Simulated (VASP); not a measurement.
# Al36H in VASP: further runs, part 2 of 2

VASP 6.6.1.

### 3 Single point, PBE+D3(BJ)

Input file INCAR:

```
SYSTEM = Al36H
  ALGO = Normal
  DIPOL = 0.5 0.5 0.378
  EDIFF = 1E-6
  ENCUT = 520
  GGA = PE
  IDIPOL = 3
  ISIF = 2
  ISMEAR = 0
  IVDW = 12
  LASPH = .TRUE.
  LCHARG = .FALSE.
  LDIPOL = .TRUE.
  LREAL = Auto
  LWAVE = .FALSE.
  NBANDS = 78
  NELM = 100
  PREC = Accurate
  SIGMA = 0.1
```

Input file KPOINTS:

```
k-points
0
G
  6 6 1
  0 0 0
```

Input file POSCAR:

```
Al36H
1.0
    5.6288445219      0.0000000000      0.0000000000
   -2.8144222609      4.8747223499      0.0000000000
    0.0000000000      0.0000000000     35.9073562080
Al H
36 1
Direct
    0.1666666667      0.3333333333      0.1113977865
    0.1666666667      0.8333333333      0.1113977865
    0.6666666667      0.3333333333      0.1113977865
    0.6666666667      0.8333333333      0.1113977865
    0.0000000000      0.0000000000      0.1757372983
    0.0000000000      0.5000000000      0.1757372983
    0.5000000000      0.0000000000      0.1757372983
    0.5000000000      0.5000000000      0.1757372983
    0.3333333333      0.1666666667      0.2400768102
    0.3333333333      0.6666666667      0.2400768102
    0.8333333333      0.1666666667      0.2400768102
    0.8333333333      0.6666666667      0.2400768102
    0.0000000000      0.0000000000      0.3044163221
    0.0000000000      0.5000000000      0.3044163221
    0.5000000000      0.0000000000      0.3044163221
    0.5000000000      0.5000000000      0.3044163221
    0.1666666667      0.3333333333      0.3682539347
    0.1666666667      0.8333333333      0.3682539347
    0.6666666667      0.3333333333      0.3682539347
    0.6666666667      0.8333333333      0.3682539347
    0.0000000000      0.0000000000      0.4320699059
    0.0000000000      0.5000000000      0.4320699059
    0.5000000000      0.0000000000      0.4320699059
    0.5000000000      0.5000000000      0.4320699059
    0.3333333333      0.1666666667      0.4967844642
    0.3333333333      0.6666666667      0.4967844642
    0.8333333333      0.1666666667      0.4967844642
    0.8333333333      0.6666666667      0.4967844642
    0.0000000000      0.0000000000      0.5611166564
    0.0000000000      0.5000000000      0.5611166564
    0.5000000000      0.0000000000      0.5611166564
    0.5000000000      0.5000000000      0.5611166564
    0.1666666667      0.3333333333      0.6268174153
    0.1666666667      0.8333333333      0.6268174153
    0.6666666667      0.3333333333      0.6268174153
    0.6666666667      0.8333333333      0.6268174153
    0.1666666667      0.3333333333      0.7131506998
```

Potentials or basis: VASP PAW PBE potentials, release 64 (Al, H).

The run is started by

```
cat potpaw_PBE.64/Al/POTCAR potpaw_PBE.64/H/POTCAR > POTCAR
mpirun -np 1 vasp_std > vasp.out
```

OUTCAR:

```text
SYSTEM = Al36H
   EDIFF = 1E-6
   ENCUT = 520
   GGA = PE
   ISIF = 2
   ISMEAR = 0
   IVDW = 12
   LASPH = .TRUE.
   LREAL = Auto
   NELM = 100
   PREC = Accurate
 IVDW          = 12

 ion  position               nearest neighbor table
   1  0.167  0.333  0.111-   2 2.81   2 2.81   3 2.81   3 2.81   4 2.81   4 2.81   5 2.82   8 2.82
                             6 2.82
   2  0.167  0.833  0.111-   1 2.81   1 2.81   4 2.81   4 2.81   3 2.81   3 2.81   6 2.82   7 2.82
                             5 2.82
   3  0.667  0.333  0.111-   4 2.81   4 2.81   1 2.81   1 2.81   2 2.81   2 2.81   7 2.82   6 2.82
                             8 2.82
[... 816 lines left out ...]
  external pressure =       -5.27 kB  Pullay stress =        0.00 kB

 VOLUME and BASIS-vectors are now :
 -----------------------------------------------------------------------------
  energy-cutoff  :      520.00
  volume of cell :      985.26
      direct lattice vectors                 reciprocal lattice vectors
     5.628844522  0.000000000  0.000000000     0.177656355  0.102569944  0.000000000
    -2.814422261  4.874722350  0.000000000     0.000000000  0.205139889  0.000000000
     0.000000000  0.000000000 35.907356208     0.000000000  0.000000000  0.027849447

 POSITION                                       TOTAL-FORCE (eV/Angst)
 -----------------------------------------------------------------------------------
      0.00000      1.62491      4.00000        -0.000000     -0.000000     -0.113826
     -1.40721      4.06227      4.00000        -0.002537     -0.001465     -0.102913
      2.81442      1.62491      4.00000         0.000000      0.002929     -0.102913
      1.40721      4.06227      4.00000         0.002537     -0.001465     -0.102913
      0.00000      0.00000      6.31026         0.000000      0.041393      0.112149
     -1.40721      2.43736      6.31026         0.035847     -0.020697      0.112149
[... 29 lines left out ...]
      1.40721      4.06227     22.50736        -0.007597      0.004386      0.039930
      0.00000      1.62491     25.60736        -0.000000     -0.000000     -1.003084
 -----------------------------------------------------------------------------------
    total drift:                               -0.000001      0.000000     -0.028581

  FREE ENERGIE OF THE ION-ELECTRON SYSTEM (eV)
  ---------------------------------------------------
  free  energy   TOTEN  =      -143.7362317864 eV

  energy  without entropy=     -143.6501722798  energy(sigma->0) =     -143.69320203

 vacuum level on the upper side and lower side of the slab         8.694         6.694
```

OSZICAR:

```text
N       E                     dE             d eps       ncg     rms          rms(c)
DAV:   1     0.298798016623E+03    0.29880E+03   -0.36504E+04  1092   0.107E+03
DAV:   2    -0.108326220786E+03   -0.40712E+03   -0.38085E+03  1336   0.171E+02
DAV:   3    -0.134718387711E+03   -0.26392E+02   -0.25203E+02  1520   0.391E+01
[... 24 lines left out ...]
DAV:  28    -0.132477194477E+03    0.82330E-05   -0.87634E-06  1152   0.549E-03    0.563E-03
DAV:  29    -0.132477197166E+03   -0.26885E-05   -0.70126E-07   896   0.256E-03    0.566E-03
DAV:  30    -0.132477212804E+03   -0.15638E-04   -0.31045E-06   948   0.366E-03    0.753E-03
DAV:  31    -0.132477220192E+03   -0.73877E-05   -0.12681E-06   964   0.240E-03    0.723E-03
DAV:  32    -0.132477221171E+03   -0.97905E-06   -0.62929E-07   744   0.147E-03
   1 F= -.14373623E+03 E0= -.14369320E+03  d E =-.860595E-01
```

stdout:

```text
POSCAR found type information on POSCAR AlH
 POSCAR found :  2 types and      37 ions
 scaLAPACK will be used
 LDA part: xc-table for (Slater+PW92), standard interpolation
 POSCAR, INCAR and KPOINTS ok, starting setup
 FFT: planning ... GRIDC
 FFT: planning ... GRID_SOFT
 FFT: planning ... GRID
 WAVECAR not read
 entering main loop
```

Run time: 16 min. Hardware: 1 thread of Intel Xeon 6975P-C (Granite Rapids), shared host; peak memory 1.1 GiB.

What came out:

```
Free energy                : -143.7362 eV
Largest force              : 1.003 eV/Å
Band gap on the k mesh     : zero (an odd number of electrons rules out a gap without spin polarisation)
Dispersion energy per atom : -0.304 eV
```

Forces on the atoms (eV/Å):
```
Al   0.000  0.000 -0.114
Al  -0.003 -0.001 -0.103
Al   0.000  0.003 -0.103
Al   0.003 -0.001 -0.103
Al   0.000  0.041  0.112
Al   0.036 -0.021  0.112
Al   0.000  0.000  0.134
Al  -0.036 -0.021  0.112
Al  -0.019  0.011 -0.024
Al   0.000 -0.022 -0.024
Al   0.019  0.011 -0.024
Al   0.000  0.000 -0.025
Al   0.000  0.016  0.023
Al   0.014 -0.008  0.023
Al   0.000  0.000 -0.003
Al  -0.014 -0.008  0.023
Al   0.000  0.000  0.029
Al  -0.004 -0.002 -0.008
Al   0.000  0.005 -0.008
Al   0.004 -0.002 -0.008
Al   0.000  0.028 -0.003
Al   0.024 -0.014 -0.003
Al   0.000  0.000  0.049
Al  -0.024 -0.014 -0.003
Al  -0.002  0.001 -0.019
Al   0.000 -0.003 -0.019
Al   0.002  0.001 -0.019
Al   0.000  0.000  0.022
Al   0.000 -0.009  0.003
Al  -0.008  0.004  0.003
Al   0.000  0.000 -0.031
Al   0.008  0.004  0.003
Al   0.000  0.000  0.879
Al   0.008  0.004  0.040
Al   0.000 -0.009  0.040
Al  -0.008  0.004  0.040
H    0.000  0.000 -1.003
```

Levels at points of the mesh, in eV from the Fermi level:
```csv
k point,band 51,band 52,band 53,band 54,band 55,band 56,band 57,band 58,band 59,band 60
"(0.00, 0.00, 0.00)",-1.29,-1.28,-1.28,-1.15,-0.59,-0.55,-0.55,-0.46,-0.45,-0.45
"(0.50, 0.00, 0.00)",-0.23,-0.13,-0.12,-0.08,-0.05,0.28,0.44,0.44,0.46,0.67
```

### 4 Single point, PBE+D3(BJ)

Input file INCAR:

```
PREC = Accurate
ENCUT = 520
EDIFF = 1E-6
ISMEAR = 0
SIGMA = 0.1
LREAL = Auto
LASPH = True
NELM = 100
ALGO = Normal
ISIF = 2
LWAVE = False
LCHARG = True
LDIPOL = True
IDIPOL = 3
DIPOL = 0.5 0.5 0.378
GGA = PE
IVDW = 12
LELF = True
LVHAR = True
LVACPOTAV = True
NBANDS = 78
```

Input file KPOINTS:

```
Automatic mesh
0
Gamma
  6 6 1
```

POSCAR: that of step 3 with these lines changed.

```diff
@@ -44,2 +44,2 @@
     0.6666666667      0.8333333333      0.6268174153
-    0.1666666667      0.3333333333      0.7131506998
+    0.3333333333      0.6666666667      0.7131506998
```

The run is started by

```
cat potpaw_PBE.64/Al/POTCAR potpaw_PBE.64/H/POTCAR > POTCAR
mpirun -np 1 vasp_std > vasp.out
```

It took 19 min on 1 thread of Intel Xeon 6975P-C (Granite Rapids), shared host; peak memory 1.1 GiB.

Results (log left out):

```yaml
Free_energy: -143.6656 eV
Largest_force: 0.850 eV/Å
Band_gap_on_the_k_mesh: zero (an odd number of electrons rules out a gap without spin polarisation)
Dispersion_energy_per_atom: -0.304 eV
```

Forces in eV/Å, atoms in the order of the input:
```
Al   0.000  0.022 -0.111
Al   0.019 -0.011 -0.111
Al   0.000  0.000 -0.108
Al  -0.019 -0.011 -0.111
Al   0.000  0.000  0.123
Al   0.032  0.018  0.119
Al   0.000 -0.037  0.119
Al  -0.032  0.018  0.119
Al   0.006  0.004 -0.024
Al   0.000  0.000 -0.031
Al  -0.006  0.004 -0.024
Al   0.000 -0.007 -0.024
Al   0.000  0.000 -0.002
Al   0.027  0.016  0.025
Al   0.000 -0.032  0.025
Al  -0.027  0.016  0.025
Al   0.000  0.017  0.009
Al   0.015 -0.009  0.009
Al   0.000  0.000 -0.028
Al  -0.015 -0.009  0.009
Al   0.000  0.000 -0.005
Al   0.019  0.011  0.017
Al   0.000 -0.022  0.017
Al  -0.019  0.011  0.017
Al  -0.003 -0.002  0.002
Al   0.000  0.000 -0.057
Al   0.003 -0.002  0.002
Al   0.000  0.003  0.002
Al   0.000  0.000 -0.028
Al  -0.007 -0.004  0.004
Al   0.000  0.008  0.004
Al   0.007 -0.004  0.004
Al   0.000  0.032  0.278
Al   0.028 -0.016  0.278
Al   0.000  0.000  0.030
Al  -0.028 -0.016  0.278
H    0.000  0.000 -0.850
```

Levels at points of the mesh, in eV from the Fermi level:
| k point | band 53 | band 54 | band 55 | band 56 | band 57 | band 58 |
| --- | --- | --- | --- | --- | --- | --- |
| (0.00, 0.00, 0.00) | -1.27 | -1.16 | -0.56 | -0.54 | -0.54 | -0.48 |
| (0.50, 0.00, 0.00) | -0.11 | -0.08 | -0.04 | 0.28 | 0.44 | 0.44 |

### 5 Summary

```csv
cell,gap on the mesh (eV),largest force (eV/Å)
"as given, atomic positions A",none,0.84
"as given, atomic positions B",none,1.00
"as given, atomic positions C",none,0.85
```

Alike in all rows: task single point; level PBE+D3(BJ); potentials or basis VASP PAW PBE potentials, release 64 (Al, H); no spin polarisation; k mesh 6 × 6 × 1; cutoff (eV) 520; smearing gaussian 0.1 eV.

Total energies depend on the potentials used, so only differences within one code and one set of settings carry meaning.
